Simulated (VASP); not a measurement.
# Nb (Fm-3m) in VASP: single point with PBEsol

Aim: the single point of Nb with PBEsol.

Everything below comes from runs of VASP 6.6.1. Logs are shortened: lines on timing, memory, paths and dates and some standing lists are left out, and cuts for length are marked.

**1. The cell of the first run**

The structure is cubic, space group Fm-3m (No. 225). The conventional cell has a = 4.305 Å, b = 4.305 Å, c = 4.305 Å, α = 90.00°, β = 90.00°, γ = 90.00°. Nb (site symmetry m-3m) has 12 Nb at 3.04 Å within 4.0 Å.

**2. Single point, PBEsol (volume scaled by 1.10)**

File INCAR:

```
SYSTEM = Nb
ALGO = Normal ; EDIFF = 1E-6
ENCUT = 520 ; GGA = PS
ISIF = 2 ; ISMEAR = 0
LASPH = .TRUE. ; LCHARG = .FALSE.
LREAL = .FALSE. ; LWAVE = .FALSE.
NBANDS = 12 ; NELM = 60
PREC = Accurate ; SIGMA = 0.1
```

File KPOINTS:

```
k-points
0
G
  18 18 18
  0 0 0
```

File POSCAR:

```
Nb
1.0
    0.0000000000      2.1525161662      2.1525161662
    2.1525161662      0.0000000000      2.1525161662
    2.1525161662      2.1525161662      0.0000000000
Nb
1
Direct
    0.0000000000      0.0000000000      0.0000000000
```

Potentials or basis: VASP PAW PBE potentials, release 64 (Nb_sv).

On the command line:

```bash
$ cat potpaw_PBE.64/Nb_sv/POTCAR > POTCAR
$ mpirun -np 1 vasp_std > vasp.out
```

OUTCAR:

```text
SYSTEM = Nb
   EDIFF = 1E-6
   ENCUT = 520
   GGA = PS
   ISIF = 2
   ISMEAR = 0
   LASPH = .TRUE.
   LREAL = .FALSE.
   NELM = 60
   PREC = Accurate

 ion  position               nearest neighbor table
   1  0.000  0.000  0.000-

  LATTYP: Found a face centered cubic cell.
 ALAT       =     4.3050323324

  Lattice vectors:

 A1 = (   0.0000000000,   2.1525161662,   2.1525161662)
 A2 = (   2.1525161662,   0.0000000000,   2.1525161662)
 A3 = (   2.1525161662,   2.1525161662,   0.0000000000)

Analysis of symmetry for initial positions (statically):
=====================================================================
 Subroutine PRICEL returns:
 Original cell was already a primitive cell.

 Routine SETGRP: Setting up the symmetry group for a
 face centered cubic supercell.

 Subroutine GETGRP returns: Found 48 space group operations
 (whereof 48 operations were pure point group operations)
 out of a pool of 48 trial point group operations.

The static configuration has the point symmetry O_h .

Analysis of symmetry for dynamics (positions and initial velocities):
=====================================================================
 Subroutine PRICEL returns:
 Original cell was already a primitive cell.

 Routine SETGRP: Setting up the symmetry group for a
 face centered cubic supercell.

 Subroutine GETGRP returns: Found 48 space group operations
 (whereof 48 operations were pure point group operations)
 out of a pool of 48 trial point group operations.

The dynamic configuration has the point symmetry O_h .

 Subroutine INISYM returns: Found 48 space group operations
 (whereof 48 operations are pure point group operations),
 and found     1 'primitive' translations

----------------------------------------------------------------------------------------

                                     Primitive cell

  volume of cell :      19.9466

  direct lattice vectors                    reciprocal lattice vectors
     0.000000000  2.152516166  2.152516166    -0.232286293  0.232286293  0.232286293
     2.152516166  0.000000000  2.152516166     0.232286293 -0.232286293  0.232286293
     2.152516166  2.152516166  0.000000000     0.232286293  0.232286293 -0.232286293

  length of vectors
     3.044117555  3.044117555  3.044117555     0.402331661  0.402331661  0.402331661

  position of ions in fractional coordinates (direct lattice)
     0.000000000  0.000000000  0.000000000

  ion indices of the primitive-cell ions
   primitive index   ion index
                 1           1

----------------------------------------------------------------------------------------

 KPOINTS: k-points

Automatic generation of k-mesh.
 Grid dimensions read from file:
 generate k-points for:   18   18   18

 Generating k-lattice:

  Cartesian coordinates                     Fractional coordinates (reciprocal lattice)
    -0.012904794  0.012904794  0.012904794     0.055555556  0.000000000  0.000000000
     0.012904794 -0.012904794  0.012904794     0.000000000  0.055555556  0.000000000
     0.012904794  0.012904794 -0.012904794     0.000000000  0.000000000  0.055555556

  Length of vectors
     0.022351759  0.022351759  0.022351759

  Shift w.r.t. Gamma in fractional coordinates (k-lattice)
     0.000000000  0.000000000  0.000000000

 Subroutine IBZKPT returns following result:
 ===========================================

 Found    195 irreducible k-points:

 Following reciprocal coordinates:
            Coordinates               Weight
  0.000000  0.000000  0.000000      1.000000
  0.055556  0.000000  0.000000      8.000000
  0.111111  0.000000  0.000000      8.000000
  0.166667  0.000000  0.000000      8.000000
  0.222222  0.000000  0.000000      8.000000
  0.277778  0.000000  0.000000      8.000000
[... 16 lines left out ...]
 -0.277778  0.055556  0.000000     24.000000
 -0.222222  0.055556  0.000000     24.000000
 [... further k-points ...]
   k-points           NKPTS =    195   k-points in BZ     NKDIM =    195   number of bands    NBANDS=     12
   number of dos      NEDOS =    301   number of ions     NIONS =      1
   total plane-waves  NPLWV =  13824
   dimension x,y,z NGX =    24 NGY =   24 NGZ =   24
   dimension x,y,z NGXF=    48 NGYF=   48 NGZF=   48
   ions per type =               1
   NGX,Y,Z   is equivalent  to a cutoff of  13.11, 13.11, 13.11 a.u.
   NGXF,Y,Z  is equivalent  to a cutoff of  26.21, 26.21, 26.21 a.u.
 SYSTEM =  Nb
   PREC   = accura    normal or accurate (medium, high low for compatibility)
   ISTART =      0    job   : 0-new  1-cont  2-samecut
   ICHARG =      2    charge: 1-file 2-atom 10-const
   ISPIN  =      1    spin polarized calculation?
   LNONCOLLINEAR =      F non collinear calculations
   LSORBIT =      F    spin-orbit coupling
   LASPH  =      T    aspherical Exc in radial PAW
   ENCUT  =  520.0 eV  38.22 Ry    6.18 a.u.   5.66  5.66  5.66*2*pi/ulx,y,z
   NELM   =     60;   NELMIN=  2; NELMDL= -5     # of ELM steps
   EDIFF  = 0.1E-05   stopping-criterion for ELM
   LREAL  =      F    real-space projection
   EDIFFG = 0.1E-04   stopping-criterion for IOM
   NSW    =      0    number of steps for IOM
   IBRION =     -1    ionic relax: 0-MD 1-quasi-New 2-CG
   NFREE  =      0    steps in history (QN), initial steepest desc. (CG)
   ISIF   =      2    stress and relaxation
   ISYM   =      2    0-nonsym 1-usesym 2-fastsym
   POTIM  = 0.5000    time-step for ionic-motion
   TEBEG  =    0.0;   TEEND  =   0.0 temperature during run
   PSTRESS=    0.0 pullay stress
   NELECT =      13.0000    total number of electrons
   NUPDOWN=      -1.0000    fix difference up-down
   EMIN   =  10.00;   EMAX   =-10.00  energy-range for DOS
   EFERMI =   0.00;   METHOD = LEGACY
   ISMEAR =     0;   SIGMA  =   0.10  broadening in eV -4-tet -1-fermi 0-gaus
   EFERMI_NEDOS =   21; number of points for ismear=-14 and -15
   IALGO  =     38    algorithm
   IMIX   =      4    mixing-type and parameters
     AMIX     =   0.40;   BMIX     =  1.00
     AMIX_MAG =   1.60;   BMIX_MAG =  1.00
  volume/ion in A,a.u.               =      19.95       134.61
  Fermi-wavevector in a.u.,A,eV,Ry     =   1.419383  2.682245 27.410942  2.014647
  Thomas-Fermi vector in A             =   2.540409
   LORBIT       =      0    0 simple, 1 ext, 2 COOP (PROOUT), +10 PAW based schemes
   GGA     = PS    functional components
   LHFCALC =     F    Hartree Fock is set to
   AEXX    =    0.0000 exact exchange contribution
   IVDW    =     0    specifies the selected vdW correction
   LEPSILON=     F    determine dielectric tensor
   LRPA    =     F    only Hartree local field effects (RPA)
 non-spin polarized calculation
 Gauss-broadening in eV      SIGMA  =   0.10
  energy-cutoff  :      520.00
  volume of cell :       19.95
 maximum number of plane-waves:       553
   NGX = 11   NGY = 11   NGZ = 11

 number of electron      12.9999999 magnetization

 Free energy of the ion-electron system (eV)
  ---------------------------------------------------
  ext. energy  EPLUGINS =         0.00000000
  ---------------------------------------------------
  free energy    TOTEN  =       -10.52273904 eV

  energy without entropy =      -10.51553474  energy(sigma->0) =      -10.51913689

 E-fermi :  10.0092     XC(G=0): -12.1124

 val. band max:       10.0066220398   @ k =   0.3889   0.1111   0.0556
 cond. band min:      10.0108730718   @ k =   0.4444   0.0000   0.0000
 fundamental gap:      0.0042510320
 Fermi energy:        10.0092045663

 k-point     1 :       0.0000    0.0000    0.0000
  band No.  band energies     occupation
      1     -44.7688      2.00000
      2     -20.2767      2.00000
      3     -20.2767      2.00000
      4     -20.2767      2.00000
      5       3.9167      2.00000
      6      10.1438      0.05691
      7      10.1438      0.05690
      8      10.1438      0.05690
      9      12.5203      0.00000
     10      12.5203      0.00000
     11      21.7661      0.00000
     12      26.2397      0.00000

 k-point     2 :       0.0556    0.0000    0.0000
  band No.  band energies     occupation
      1     -44.7643      2.00000
      2     -20.3081      2.00000
      3     -20.2807      2.00000
      4     -20.2807      2.00000
      5       4.0248      2.00000
      6      10.0608      0.46602
      7      10.1937      0.00909
      8      10.1937      0.00909
      9      12.4774      0.00000
     10      12.4774      0.00000
     11      21.9812      0.00000
     12      25.7449      0.00000

 k-point     3 :       0.1111    0.0000    0.0000
  band No.  band energies     occupation
      1     -44.7514      2.00000
      2     -20.3979      2.00000
      3     -20.2921      2.00000
      4     -20.2921      2.00000
      5       4.3371      2.00000
      6       9.8453      1.97957
      7      10.3236      0.00001
      8      10.3236      0.00001
      9      12.3806      0.00000
     10      12.3806      0.00000
     11      22.5641      0.00000
     12      24.7567      0.00000
[... 286 lines left out ...]
 k-point    23 :      -0.2778    0.0556    0.0000
  band No.  band energies     occupation
      1     -44.6694      2.00000
      2     -20.9207      2.00000
      3     -20.3942      2.00000
      4     -20.3506      2.00000
      5       6.1250      2.00000
      6       9.3960      2.00000
      7      10.3143      0.00002
      8      10.4447      0.00000
      9      12.5971      0.00000
     10      13.4038      0.00000
     11      21.5853      0.00000
     12      24.3476      0.00000

 k-point    24 :      -0.2222    0.0556    0.0000
  band No.  band energies     occupation
      1     -44.6952      2.00000
      2     -20.7571      2.00000
      3     -20.3710      2.00000
      4     -20.3277      2.00000
      5       5.6510      2.00000
      6       9.2874      2.00000
      7      10.4653      0.00000
      8      10.5799      0.00000
      9      12.1720      0.00000
     10      12.9451      0.00000
     11      22.3794      0.00000
     12      24.6406      0.00000

 [... further k-points ...]

------------------------ aborting loop because EDIFF is reached ----------------------------------------

  FORCE on cell =-STRESS in cart. coord.  units (eV):
  Direction    XX          YY          ZZ          XY          YZ          ZX
  --------------------------------------------------------------------------------------
  -------------------------------------------------------------------------------------
  Total       -1.7776937     -1.7776937     -1.7776937     -0.0000000      0.0000000      0.0000000
  in kB     -142.7901512   -142.7901512   -142.7901512     -0.0000000      0.0000000      0.0000000
  external PRESSURE =    -142.7901512 kB  Pullay stress =       0.0000000 kB

 VOLUME and BASIS-vectors are now :
 -----------------------------------------------------------------------------
  energy-cutoff  :      520.00
  volume of cell :       19.95
      direct lattice vectors                 reciprocal lattice vectors
     0.000000000  2.152516166  2.152516166    -0.232286293  0.232286293  0.232286293
     2.152516166  0.000000000  2.152516166     0.232286293 -0.232286293  0.232286293
     2.152516166  2.152516166  0.000000000     0.232286293  0.232286293 -0.232286293

 POSITION                                       TOTAL-FORCE (eV/Angst)
 -----------------------------------------------------------------------------------
      0.00000      0.00000      0.00000         0.000000      0.000000     -0.000000
 -----------------------------------------------------------------------------------
    total drift:                                0.000000      0.000000      0.000000

  FREE ENERGIE OF THE ION-ELECTRON SYSTEM (eV)
  ---------------------------------------------------
  free  energy   TOTEN  =       -10.5227390381 eV

  energy  without entropy=      -10.5155347393  energy(sigma->0) =      -10.51913689
```

Run time: 18 s. Hardware: 1 thread of Intel Xeon Platinum 8488C (Sapphire Rapids), shared host; peak memory 0.17 GiB.

What came out:

```
Free energy : -10.5227 eV
Pressure    : -14.3 GPa
```

Levels at points of the mesh, in eV from the Fermi level:
```
           k point  band 4  band 5  band 6  band 7  band 8  band 9
(0.00, 0.00, 0.00)  -30.29   -6.09    0.13    0.13    0.13    2.51
(0.50, 0.00, 0.00)  -30.42   -3.62   -0.04   -0.04    1.17    4.32
(0.50, 0.50, 0.00)  -30.64   -3.75   -3.03    3.24    4.29    4.84
```

Caveat: the PAW data sets were made with another functional, which shifts forces and pressure a little.
